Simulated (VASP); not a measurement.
# Ba3Ti2O8 (R-3m) in VASP: single point with r2SCAN

Aim: the single point of Ba3Ti2O8 with r2SCAN.

Program: VASP 6.6.1. These are calculated values, not measurements. Logs are shortened: lines on timing, memory, paths and dates and some standing lists are left out, and cuts for length are marked.

### 1 The cell of the first run

It takes space group R-3m (No. 166, trigonal). Conventional cell: a = 5.705 Å, b = 5.705 Å, c = 21.076 Å, α = 90.00°, β = 90.00°, γ = 120.00°. Within 3.7 Å of Ba (site symmetry -3m) lie 12 O at 2.73 to 3.30 Å and 6 Ti at 3.65 Å. Within 3.5 Å of Ba (site symmetry 3m) lie 10 O at 2.58 to 2.91 Å and 3 Ti at 3.48 Å. Ti (site symmetry 3m) has 4 O at 1.68 to 1.69 Å within 2.2 Å. Within 2.2 Å of O (site symmetry 3m) lie 1 Ti at 1.68 Å. Within 2.2 Å of O (site symmetry m) lie 1 Ti at 1.69 Å.

### 2 Single point, r2SCAN

POSCAR

```
Ba3Ti2O8
1.0
    2.0974506700     -2.2382503800     -4.8104371500
    0.0000000000      3.0674155200     -4.8104371500
    5.6618292100      2.2382503800      4.8104371500
Ba Ti O
3 2 8
Direct
    0.0000000000      0.0000000000      0.0000000000
    0.2052500000      0.2052500000      0.6157500000
    0.7947500000      0.7947500000      0.3842500000
    0.4075800000      0.4075800000      0.2227400000
    0.5924200000      0.5924200000      0.7772600000
    0.3278000000      0.3278000000      0.9834000000
    0.6722000000      0.6722000000      0.0166000000
    0.2735000000      0.2735000000      0.3036000000
    0.7566000000      0.2735000000      0.3036000000
    0.2735000000      0.7566000000      0.3036000000
    0.7265000000      0.7265000000      0.6964000000
    0.7265000000      0.2434000000      0.6964000000
    0.2434000000      0.7265000000      0.6964000000
```

INCAR.step1

```
SYSTEM = Ba3Ti2O8
PREC     = Accurate       ! precision mode
ENCUT    = 520            ! plane-wave cutoff, eV
ISMEAR   = -1             ! smearing method
SIGMA    = 0.1            ! smearing width, eV
LREAL    = .False.        ! projectors in reciprocal space
LASPH    = .True.         ! aspherical terms in the spheres
NELM     = 60             ! most SCF steps
NBANDS   = 63             ! bands
GGA      = PE             ! functional
ALGO     = Normal         ! electronic algorithm
EDIFF    = 1E-4           ! SCF threshold, eV
LWAVE    = .True.         ! write WAVECAR
LCHARG   = .False.        ! write CHGCAR
```

INCAR.step2

```
SYSTEM = Ba3Ti2O8
PREC     = Accurate       ! precision mode
ENCUT    = 520            ! plane-wave cutoff, eV
EDIFF    = 1E-7           ! SCF threshold, eV
ISMEAR   = -1             ! smearing method
SIGMA    = 0.1            ! smearing width, eV
LREAL    = .False.        ! projectors in reciprocal space
LASPH    = .True.         ! aspherical terms in the spheres
NELM     = 60             ! most SCF steps
ALGO     = Normal         ! electronic algorithm
ISIF     = 2              ! what is computed and relaxed
LWAVE    = .False.        ! write WAVECAR
LCHARG   = .False.        ! write CHGCAR
METAGGA  = R2SCAN         ! meta-GGA
LMIXTAU  = .True.       
NBANDS   = 63             ! bands
ISTART   = 1
```

KPOINTS

```
Automatic mesh
0
Gamma
  7 7 7
  0 0 0
```

Potentials or basis: VASP PAW PBE potentials, release 64 (Ba_sv, Ti_sv, O).

Command:

```
$ cat potpaw_PBE.64/Ba_sv/POTCAR potpaw_PBE.64/Ti_sv/POTCAR potpaw_PBE.64/O/POTCAR > POTCAR
$ cp INCAR.step1 INCAR
$ mpirun -np 1 vasp_std > vasp.out
$ cp INCAR.step2 INCAR
$ mpirun -np 1 vasp_std > vasp.out
```

OUTCAR:

```text
SYSTEM = Ba3Ti2O8
   PREC = Accurate
   ENCUT = 520
   EDIFF = 1E-7
   ISMEAR = -1
   LREAL = .False.
   LASPH = .True.
   NELM = 60
   ISIF = 2
   METAGGA = R2SCAN
   ISTART = 1

 ion  position               nearest neighbor table
   1  0.000  0.000  0.000-   9 2.73  13 2.73  12 2.73  10 2.73   8 2.73  11 2.73   6 3.30   7 3.30
                             7 3.30   6 3.30   7 3.30   6 3.30   4 3.65   5 3.65   5 3.65   4 3.65
   2  0.205  0.205  0.616-   6 2.58   8 2.78  10 2.78   9 2.78  13 2.91  13 2.91  12 2.91  12 2.91
                            11 2.91  11 2.91   5 3.48   5 3.48   5 3.48   3 3.67   3 3.67   3 3.67
   3  0.795  0.795  0.384-   7 2.58  11 2.78  12 2.78  13 2.78   9 2.91   9 2.91  10 2.91  10 2.91
                             8 2.91   8 2.91   4 3.48   4 3.48   4 3.48   2 3.67   2 3.67   2 3.67
   4  0.408  0.408  0.223-   6 1.68   8 1.69  10 1.69   9 1.69   3 3.48   3 3.48   3 3.48   1 3.65
                             1 3.65   1 3.65
   5  0.592  0.592  0.777-   7 1.68  11 1.69  12 1.69  13 1.69   2 3.48   2 3.48   2 3.48   1 3.65
                             1 3.65   1 3.65
   6  0.328  0.328  0.983-   4 1.68   2 2.58   1 3.30   1 3.30   1 3.30
   7  0.672  0.672  0.017-   5 1.68   3 2.58   1 3.30   1 3.30   1 3.30
   8  0.273  0.273  0.304-   4 1.69   1 2.73   2 2.78   3 2.91   3 2.91
   9  0.757  0.273  0.304-   4 1.69   1 2.73   2 2.78   3 2.91   3 2.91
  10  0.273  0.757  0.304-   4 1.69   1 2.73   2 2.78   3 2.91   3 2.91
  11  0.727  0.727  0.696-   5 1.69   1 2.73   3 2.78   2 2.91   2 2.91
  12  0.727  0.243  0.696-   5 1.69   1 2.73   3 2.78   2 2.91   2 2.91
  13  0.243  0.727  0.696-   5 1.69   1 2.73   3 2.78   2 2.91   2 2.91

  LATTYP: Found a trigonal (rhomboedric) cell.
 ALAT       =     7.7592798800
 COS(alpha) =     0.7296850233

  Lattice vectors:

 A1 = (   7.7592798800,  -0.0000000000,   0.0000000000)
 A2 = (   5.6618292100,   5.3056659000,   0.0000000000)
 A3 = (   5.6618292100,   2.2382503800,   4.8104371500)

Analysis of symmetry for initial positions (statically):
=====================================================================
 Subroutine PRICEL returns:
 Original cell was already a primitive cell.

 Routine SETGRP: Setting up the symmetry group for a
 trigonal (rhombohedral) supercell.

 Subroutine GETGRP returns: Found 12 space group operations
 (whereof 12 operations were pure point group operations)
 out of a pool of 12 trial point group operations.

The static configuration has the point symmetry D_3d.

Analysis of symmetry for dynamics (positions and initial velocities):
=====================================================================
 Subroutine PRICEL returns:
 Original cell was already a primitive cell.

 Routine SETGRP: Setting up the symmetry group for a
 trigonal (rhombohedral) supercell.

 Subroutine GETGRP returns: Found 12 space group operations
 (whereof 12 operations were pure point group operations)
 out of a pool of 12 trial point group operations.

The dynamic configuration has the point symmetry D_3d.

 Subroutine INISYM returns: Found 12 space group operations
 (whereof 12 operations are pure point group operations),
 and found     1 'primitive' translations

----------------------------------------------------------------------------------------

                                     Primitive cell

  volume of cell :     198.0368

  direct lattice vectors                    reciprocal lattice vectors
     2.097450670 -2.238250380 -4.810437150     0.128877939 -0.137529368 -0.087696753
     0.000000000  3.067415520 -4.810437150     0.000000000  0.188477755 -0.087696896
     5.661829210  2.238250380  4.810437150     0.128877939  0.050948387  0.032487666

  length of vectors
     5.705205487  5.705203199  7.759277050     0.207881146  0.207881240  0.142340120

  position of ions in fractional coordinates (direct lattice)
     0.000000000  0.000000000  0.000000000
     0.205250000  0.205250000  0.615750000
     0.794750000  0.794750000  0.384250000
     0.407580000  0.407580000  0.222740000
     0.592420000  0.592420000  0.777260000
     0.327800000  0.327800000  0.983400000
     0.672200000  0.672200000  0.016600000
     0.273500000  0.273500000  0.303600000
     0.756600000  0.273500000  0.303600000
     0.273500000  0.756600000  0.303600000
     0.726500000  0.726500000  0.696400000
[... 30 lines left out ...]
     0.018411134 -0.019647053 -0.012528108     0.142857143  0.000000000 -0.000000000
     0.000000000  0.026925394 -0.012528128    -0.000000000  0.142857143  0.000000000
     0.018411134  0.007278341  0.004641095    -0.000000000  0.000000000  0.142857143

  Length of vectors
     0.029697307  0.029697320  0.020334303

  Shift w.r.t. Gamma in fractional coordinates (k-lattice)
     0.000000000  0.000000000  0.000000000

 Subroutine IBZKPT returns following result:
 ===========================================

 Found     44 irreducible k-points:

 Following reciprocal coordinates:
            Coordinates               Weight
  0.000000  0.000000  0.000000      1.000000
  0.142857  0.000000  0.000000      6.000000
  0.285714  0.000000 -0.000000      6.000000
  0.428571  0.000000 -0.000000      6.000000
  0.142857  0.142857 -0.000000      6.000000
  0.285714  0.142857 -0.000000     12.000000
[... 16 lines left out ...]
  0.142857  0.142857  0.142857      6.000000
  0.285714  0.142857  0.142857     12.000000
 [... further k-points ...]
   k-points           NKPTS =     44   k-points in BZ     NKDIM =     44   number of bands    NBANDS=     63
   number of dos      NEDOS =    301   number of ions     NIONS =     13
   total plane-waves  NPLWV = 105840
   dimension x,y,z NGX =    42 NGY =   42 NGZ =   60
   dimension x,y,z NGXF=    84 NGYF=   84 NGZF=  120
   ions per type =               3   2   8
   NGX,Y,Z   is equivalent  to a cutoff of  12.24, 12.24, 12.86 a.u.
   NGXF,Y,Z  is equivalent  to a cutoff of  24.48, 24.48, 25.71 a.u.
 SYSTEM =  Ba3Ti2O8
   PREC   = accura    normal or accurate (medium, high low for compatibility)
   ISTART =      1    job   : 0-new  1-cont  2-samecut
   ICHARG =      0    charge: 1-file 2-atom 10-const
   ISPIN  =      1    spin polarized calculation?
   LNONCOLLINEAR =      F non collinear calculations
   LSORBIT =      F    spin-orbit coupling
   LASPH  =      T    aspherical Exc in radial PAW
   ENCUT  =  520.0 eV  38.22 Ry    6.18 a.u.  10.61 10.61 14.43*2*pi/ulx,y,z
   NELM   =     60;   NELMIN=  2; NELMDL=  0     # of ELM steps
   EDIFF  = 0.1E-06   stopping-criterion for ELM
   LREAL  =      F    real-space projection
   EDIFFG = 0.1E-05   stopping-criterion for IOM
   NSW    =      0    number of steps for IOM
   IBRION =     -1    ionic relax: 0-MD 1-quasi-New 2-CG
   NFREE  =      0    steps in history (QN), initial steepest desc. (CG)
   ISIF   =      2    stress and relaxation
   ISYM   =      2    0-nonsym 1-usesym 2-fastsym
   POTIM  = 0.5000    time-step for ionic-motion
   TEBEG  =    0.0;   TEEND  =   0.0 temperature during run
   PSTRESS=    0.0 pullay stress
   NELECT =     102.0000    total number of electrons
   NUPDOWN=      -1.0000    fix difference up-down
   EMIN   =  10.00;   EMAX   =-10.00  energy-range for DOS
   EFERMI =   0.00;   METHOD = LEGACY
   ISMEAR =    -1;   SIGMA  =   0.10  broadening in eV -4-tet -1-fermi 0-gaus
   EFERMI_NEDOS =   21; number of points for ismear=-14 and -15
   IALGO  =     38    algorithm
   IMIX   =      4    mixing-type and parameters
     AMIX     =   0.40;   BMIX     =  1.00
     AMIX_MAG =   1.60;   BMIX_MAG =  1.00
  volume/ion in A,a.u.               =      15.23       102.80
  Fermi-wavevector in a.u.,A,eV,Ry     =   1.312279  2.479848 23.430278  1.722077
  Thomas-Fermi vector in A             =   2.442683
   LORBIT       =      0    0 simple, 1 ext, 2 COOP (PROOUT), +10 PAW based schemes
   METAGGA = R2SCAN    functional components
   LHFCALC =     F    Hartree Fock is set to
   AEXX    =    0.0000 exact exchange contribution
   IVDW    =     0    specifies the selected vdW correction
   LEPSILON=     F    determine dielectric tensor
   LRPA    =     F    only Hartree local field effects (RPA)
 non-spin polarized calculation
  energy-cutoff  :      520.00
  volume of cell :      198.04
 maximum number of plane-waves:      5372
   NGX = 21   NGY = 21   NGZ = 29

 number of electron     101.9999993 magnetization

 Free energy of the ion-electron system (eV)
  ---------------------------------------------------
  ext. energy  EPLUGINS =         0.00000000
  ---------------------------------------------------
  free energy    TOTEN  =      -187.51531449 eV

  energy without entropy =     -187.06426928  energy(sigma->0) =     -187.28979189

 E-fermi :   1.1358     XC(G=0): -10.7813

 val. band max:        1.1348649932   @ k =   0.0000   0.0000   0.1429
 cond. band min:       1.1367431414   @ k =   0.0000   0.0000   0.0000
 fundamental gap:      0.0018781481
 Fermi energy:         1.1357701921

 k-point     1 :       0.0000    0.0000    0.0000
  band No.  band energies     occupation
      1     -54.4058      2.00000
      2     -54.4053      2.00000
      3     -30.1217      2.00000
      4     -30.1196      2.00000
      5     -30.1195      2.00000
      6     -30.1182      2.00000
[... 1573 lines left out ...]
     62       9.3710      0.00000
     63       9.4978      0.00000

 [... further k-points ...]

------------------------ aborting loop because EDIFF is reached ----------------------------------------

  FORCE on cell =-STRESS in cart. coord.  units (eV):
  Direction    XX          YY          ZZ          XY          YZ          ZX
  --------------------------------------------------------------------------------------
  -------------------------------------------------------------------------------------
  Total       27.9807207     27.2784468     27.2012258      0.3290377      0.0829559      0.2098135
  in kB      226.3724747    220.6908669    220.0661252      2.6620144      0.6711384      1.6974543
  external PRESSURE =     222.3764890 kB  Pullay stress =       0.0000000 kB

 VOLUME and BASIS-vectors are now :
 -----------------------------------------------------------------------------
  energy-cutoff  :      520.00
  volume of cell :      198.04
      direct lattice vectors                 reciprocal lattice vectors
     2.097450670 -2.238250380 -4.810437150     0.128877939 -0.137529368 -0.087696753
     0.000000000  3.067415520 -4.810437150     0.000000000  0.188477755 -0.087696896
     5.661829210  2.238250380  4.810437150     0.128877939  0.050948387  0.032487666

 POSITION                                       TOTAL-FORCE (eV/Angst)
 -----------------------------------------------------------------------------------
      0.00000      0.00000      0.00000        -0.000000      0.000000      0.000000
      3.91677      1.54839      0.98734        -0.335108     -0.132476     -0.084474
      3.84251      1.51903     -5.79778         0.335108      0.132476      0.084474
      2.11599      0.83650     -2.84980         0.131203      0.051868      0.033074
      5.64329      2.23092     -1.96064        -0.131203     -0.051868     -0.033074
      6.25539      2.47290      1.57686        -4.469307     -1.766818     -1.126625
      1.50389      0.59452     -6.38730         4.469307      1.766818      1.126625
      2.29258      0.90631     -1.17086         0.567695      0.224425      4.846033
      3.30586     -0.17499     -3.49478         3.483325     -2.886928     -1.840872
      2.29258      2.38818     -3.49478         0.567695      4.488386     -1.840872
      5.46670      2.16111     -3.63958        -0.567695     -0.224425     -4.846033
      5.46670      0.67924     -1.31565        -0.567695     -4.488386      1.840872
      4.45342      3.24240     -1.31565        -3.483325      2.886928      1.840872
 -----------------------------------------------------------------------------------
    total drift:                                0.000000      0.000000      0.000000

  FREE ENERGIE OF THE ION-ELECTRON SYSTEM (eV)
  ---------------------------------------------------
  free  energy   TOTEN  =      -187.5153144944 eV

  energy  without entropy=     -187.0642692841  energy(sigma->0) =     -187.28979189
```

Wall time 69 min (1 thread of Oxide Virtual Turin-like, shared host); peak memory 0.63 GiB.

Results:

```
Free energy            : -187.5153 eV
Pressure               : 22.2 GPa
Largest force          : 4.936 eV/Å
Band gap on the k mesh : zero (bands 51 and 52 overlap by 0.16 eV)
```

Forces in eV/Å, atoms in the order of the input:
```
Ba   0.000  0.000  0.000
Ba  -0.335 -0.132 -0.084
Ba   0.335  0.132  0.084
Ti   0.131  0.052  0.033
Ti  -0.131 -0.052 -0.033
O   -4.469 -1.767 -1.127
O    4.469  1.767  1.127
O    0.568  0.224  4.846
O    3.483 -2.887 -1.841
O    0.568  4.488 -1.841
O   -0.568 -0.224 -4.846
O   -0.568 -4.488  1.841
O   -3.483  2.887  1.841
```

Stress tensor (GPa, compression positive):
```
22.64  0.27  0.17
 0.27 22.07  0.07
 0.17  0.07 22.01
```

Levels at points of the mesh, in eV from the Fermi level:
```tsv
k point	band 50	band 51	band 52	band 53	band 54	band 55
(0.00, 0.00, 0.00)	-0.21	-0.21	0.00	6.44	6.49	6.49
```

Caveat: the cell stands under pressure; the PAW data sets were made with another functional, which shifts forces and pressure a little; spin-orbit coupling is left out, which moves the levels of the heavy elements; semilocal functionals often make such compounds metallic where correlation or magnetic order opens a gap, which also shifts bond lengths.
